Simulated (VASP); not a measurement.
# MnS (R-3m) in VASP: further runs, part 2 of 2

VASP 6.6.1.

## 3. Single point, PBE, collinear spin, ferromagnetic start

This run uses another cell than the first one, of 18.44 Å³/atom.

INCAR

```
SYSTEM = MnS
ALGO     = Normal         ! electronic algorithm
EDIFF    = 1E-6           ! SCF threshold, eV
ENCUT    = 520            ! plane-wave cutoff, eV
GGA      = PE             ! functional
ISIF     = 2              ! what is computed and relaxed
ISMEAR   = -1             ! smearing method
ISPIN    = 2              ! spin polarisation
LASPH    = .TRUE.         ! aspherical terms in the spheres
LCHARG   = .FALSE.        ! write CHGCAR
LMAXMIX  = 4              ! l up to which the mixer works
LORBIT   = 11             ! projections on sites
LREAL    = .FALSE.        ! projectors in reciprocal space
LWAVE    = .FALSE.        ! write WAVECAR
MAGMOM   = 2.8 2.8 0 0    ! initial moments
NBANDS   = 31             ! bands
NELM     = 150            ! most SCF steps
PREC     = Accurate       ! precision mode
SIGMA    = 0.1            ! smearing width, eV
```

KPOINTS

```
k-points
0
G
  7 7 7
  0 0 0
```

POSCAR

```
MnS
1.0
    1.8717406928      1.0806489776      6.0773681521
   -1.8717406928      1.0806489776      6.0773681521
    0.0000000000     -2.1612979552      6.0773681521
Mn S
2 2
Direct
    0.0000000000      0.0000000000      0.0000000000
    0.5000000000      0.5000000000      0.5000000000
    0.7500000000      0.7500000000      0.7500000000
    0.2500000000      0.2500000000      0.2500000000
```

Potentials or basis: VASP PAW PBE potentials, release 64 (Mn_pv, S).

Command:

```
$ cat potpaw_PBE.64/Mn_pv/POTCAR potpaw_PBE.64/S/POTCAR > POTCAR
$ mpirun -np 1 vasp_std > vasp.out
```

OUTCAR:

```text
SYSTEM = MnS
   EDIFF = 1E-6
   ENCUT = 520
   GGA = PE
   ISIF = 2
   ISMEAR = -1
   ISPIN = 2
   LASPH = .TRUE.
   LORBIT = 11
   LREAL = .FALSE.
   NELM = 150
   PREC = Accurate

 ion  position               nearest neighbor table
   1  0.000  0.000  0.000-   3 2.64   4 2.64   3 2.64   3 2.64   4 2.64   4 2.64
   2  0.500  0.500  0.500-   4 2.64   3 2.64   4 2.64   4 2.64   3 2.64   3 2.64
   3  0.750  0.750  0.750-   2 2.64   1 2.64   2 2.64   2 2.64   1 2.64   1 2.64
   4  0.250  0.250  0.250-   1 2.64   2 2.64   1 2.64   1 2.64   2 2.64   2 2.64

  LATTYP: Found a trigonal (rhomboedric) cell.
 ALAT       =     6.4502417854
 COS(alpha) =     0.8315894200

  Lattice vectors:

 A1 = (   1.8717406928,   1.0806489776,   6.0773681521)
 A2 = (  -1.8717406928,   1.0806489776,   6.0773681521)
 A3 = (   0.0000000000,  -2.1612979552,   6.0773681521)

Analysis of symmetry for initial positions (statically):
=====================================================================
 Subroutine PRICEL returns following result:

  LATTYP: Found a trigonal (rhomboedric) cell.
 ALAT       =     3.7289162431
 COS(alpha) =     0.4960863727
[... 12 lines left out ...]
 Subroutine GETGRP returns: Found 12 space group operations
 (whereof 12 operations were pure point group operations)
 out of a pool of 12 trial point group operations.

The static configuration has the point symmetry D_3d.

Analysis of symmetry for dynamics (positions and initial velocities):
=====================================================================
 Subroutine PRICEL returns following result:

  LATTYP: Found a trigonal (rhomboedric) cell.
 ALAT       =     3.7289162431
 COS(alpha) =     0.4960863727
[... 12 lines left out ...]
 Subroutine GETGRP returns: Found 12 space group operations
 (whereof 12 operations were pure point group operations)
 out of a pool of 12 trial point group operations.

The dynamic configuration has the point symmetry D_3d.

Analysis of structural, dynamic, and magnetic symmetry:
=====================================================================
 Subroutine PRICEL returns following result:

  LATTYP: Found a trigonal (rhomboedric) cell.
 ALAT       =     3.7289162431
 COS(alpha) =     0.4960863727
[... 12 lines left out ...]
 Subroutine GETGRP returns: Found 12 space group operations
 (whereof 12 operations were pure point group operations)
 out of a pool of 12 trial point group operations.

The overall configuration has the point symmetry D_3d.

 Subroutine INISYM returns: Found 12 space group operations
 (whereof 12 operations are pure point group operations),
 and found     2 'primitive' translations

----------------------------------------------------------------------------------------

                                     Primitive cell

  volume of cell :      36.8780

  direct lattice vectors                    reciprocal lattice vectors
    -1.871740693 -1.080648978  3.038684076    -0.267131020 -0.154228311  0.109696607
     1.871740693 -1.080648978  3.038684076     0.267131020 -0.154228311  0.109696607
     0.000000000  2.161297955  3.038684076     0.000000000  0.308456622  0.109696607

  length of vectors
     3.728916243  3.728916243  3.728915360     0.327381581  0.327381581  0.327381785

  position of ions in fractional coordinates (direct lattice)
     0.000000000  0.000000000  0.000000000
     0.500000000  0.500000000  0.500000000

  ion indices of the primitive-cell ions
[... 69 lines left out ...]
   ISPIN  =      2    spin polarized calculation?
   LNONCOLLINEAR =      F non collinear calculations
   LSORBIT =      F    spin-orbit coupling
   LASPH  =      T    aspherical Exc in radial PAW
   ENCUT  =  520.0 eV  38.22 Ry    6.18 a.u.  11.99 11.99 11.99*2*pi/ulx,y,z
   NELM   =    150;   NELMIN=  2; NELMDL= -5     # of ELM steps
   EDIFF  = 0.1E-05   stopping-criterion for ELM
   LREAL  =      F    real-space projection
   EDIFFG = 0.1E-04   stopping-criterion for IOM
   NSW    =      0    number of steps for IOM
   IBRION =     -1    ionic relax: 0-MD 1-quasi-New 2-CG
   NFREE  =      0    steps in history (QN), initial steepest desc. (CG)
   ISIF   =      2    stress and relaxation
   ISYM   =      2    0-nonsym 1-usesym 2-fastsym
   POTIM  = 0.5000    time-step for ionic-motion
   TEBEG  =    0.0;   TEEND  =   0.0 temperature during run
   PSTRESS=    0.0 pullay stress
   NELECT =      38.0000    total number of electrons
   NUPDOWN=      -1.0000    fix difference up-down
   EMIN   =  10.00;   EMAX   =-10.00  energy-range for DOS
   EFERMI =   0.00;   METHOD = LEGACY
   ISMEAR =    -1;   SIGMA  =   0.10  broadening in eV -4-tet -1-fermi 0-gaus
   EFERMI_NEDOS =   21; number of points for ismear=-14 and -15
   IALGO  =     38    algorithm
   IMIX   =      4    mixing-type and parameters
     AMIX     =   0.40;   BMIX     =  1.00
     AMIX_MAG =   1.60;   BMIX_MAG =  1.00
  volume/ion in A,a.u.               =      18.44       124.43
  Fermi-wavevector in a.u.,A,eV,Ry     =   1.312412  2.480100 23.435032  1.722426
  Thomas-Fermi vector in A             =   2.442806
   LORBIT       =     11    0 simple, 1 ext, 2 COOP (PROOUT), +10 PAW based schemes
   GGA     = PE    functional components
   LHFCALC =     F    Hartree Fock is set to
   AEXX    =    0.0000 exact exchange contribution
   IVDW    =     0    specifies the selected vdW correction
   LEPSILON=     F    determine dielectric tensor
   LRPA    =     F    only Hartree local field effects (RPA)
 spin polarized calculation
  energy-cutoff  :      520.00
  volume of cell :       73.76
 maximum number of plane-waves:      2000
   NGX = 23   NGY = 23   NGZ = 23

 number of electron      38.0000009 magnetization       9.5411455

 Free energy of the ion-electron system (eV)
  ---------------------------------------------------
  ext. energy  EPLUGINS =         0.00000000
  ---------------------------------------------------
  free energy    TOTEN  =       -28.08363718 eV

  energy without entropy =      -28.03233424  energy(sigma->0) =      -28.05798571

 E-fermi :   6.1857     XC(G=0): -10.4312

 val. band max:        6.1711027228   @ k =  -0.2857  -0.2857   0.1429
 cond. band min:       6.2114418074   @ k =  -0.4286   0.4286   0.1429
 fundamental gap:      0.0403390846
 Fermi energy:         6.1856711623

 spin component 1

 k-point     1 :       0.0000    0.0000    0.0000
  band No.  band energies     occupation
      1     -44.5725      1.00000
      2     -44.5663      1.00000
      3     -44.5662      1.00000
      4     -44.5660      1.00000
      5     -44.5653      1.00000
      6     -44.5652      1.00000
[... 805 lines left out ...]
     30      12.8303      0.00000
     31      14.1289      0.00000

 [... further k-points ...]

 spin component 2

 k-point     1 :       0.0000    0.0000    0.0000
  band No.  band energies     occupation
      1     -39.9872      1.00000
      2     -39.9786      1.00000
      3     -39.9786      1.00000
      4     -39.9782      1.00000
      5     -39.9773      1.00000
      6     -39.9773      1.00000
[... 805 lines left out ...]
     30      13.8184      0.00000
     31      15.0178      0.00000

 [... further k-points ...]
[... 5 lines left out ...]
  --------------------------------------------------------------------------------------
  -------------------------------------------------------------------------------------
  Total       -2.4639483     -2.4639437     -2.2509900      0.0000000      0.0000000      0.0000000
  in kB      -53.5235671    -53.5234665    -48.8975419      0.0000000      0.0000000      0.0000000
  external PRESSURE =     -51.9815251 kB  Pullay stress =       0.0000000 kB

 VOLUME and BASIS-vectors are now :
 -----------------------------------------------------------------------------
  energy-cutoff  :      520.00
  volume of cell :       73.76
      direct lattice vectors                 reciprocal lattice vectors
     1.871740693  1.080648978  6.077368152     0.267131020  0.154228311  0.054848304
    -1.871740693  1.080648978  6.077368152    -0.267131020  0.154228311  0.054848304
     0.000000000 -2.161297955  6.077368152     0.000000000 -0.308456622  0.054848304

 POSITION                                       TOTAL-FORCE (eV/Angst)
 -----------------------------------------------------------------------------------
      0.00000      0.00000      0.00000         0.000000      0.000000     -0.000000
      0.00000      0.00000      9.11605         0.000000     -0.000000      0.000000
      0.00000      0.00000     13.67408        -0.000000      0.000000      0.000000
      0.00000      0.00000      4.55803        -0.000000     -0.000000      0.000000
 -----------------------------------------------------------------------------------
    total drift:                                0.000000      0.000000     -0.000000

  FREE ENERGIE OF THE ION-ELECTRON SYSTEM (eV)
  ---------------------------------------------------
  free  energy   TOTEN  =       -28.0836371750 eV

  energy  without entropy=      -28.0323342403  energy(sigma->0) =      -28.05798571

 total charge

# of ion       s       p       d       tot
------------------------------------------
    1        0.208   6.149   4.914  11.271
    2        0.208   6.149   4.914  11.271
    3        1.327   2.389   0.000   3.717
    4        1.327   2.389   0.000   3.717
--------------------------------------------------
tot          3.070  17.077   9.827  29.975

 magnetization (x)

# of ion       s       p       d       tot
------------------------------------------
    1        0.051   0.036   4.220   4.306
    2        0.051   0.036   4.220   4.306
    3        0.025   0.081   0.000   0.106
    4        0.025   0.081   0.000   0.106
--------------------------------------------------
tot          0.152   0.234   8.439   8.825
```

Run time: 4.8 min. Hardware: 1 thread of Intel Xeon 6975P-C (Granite Rapids), shared host; peak memory 0.48 GiB.

What came out:

| Property | Result |
| --- | --- |
| Free energy | -28.0836 eV |
| Pressure | -5.2 GPa |
| Net moment | 9.54 μB per cell |
| Site moments | Mn +4.31; S +0.11 μB |
| Valence electrons inside the program's atomic spheres | Mn 11.27; S 3.72 |

Caveat: the cell stands under tension; semilocal functionals often make such compounds metallic where correlation or magnetic order opens a gap, which also shifts bond lengths; the run started ferromagnetic, and an antiferromagnetic order may lie lower in energy. With open d or f shells a metallic result of PBE can be an artefact of self-interaction; +U or a hybrid may open a gap.
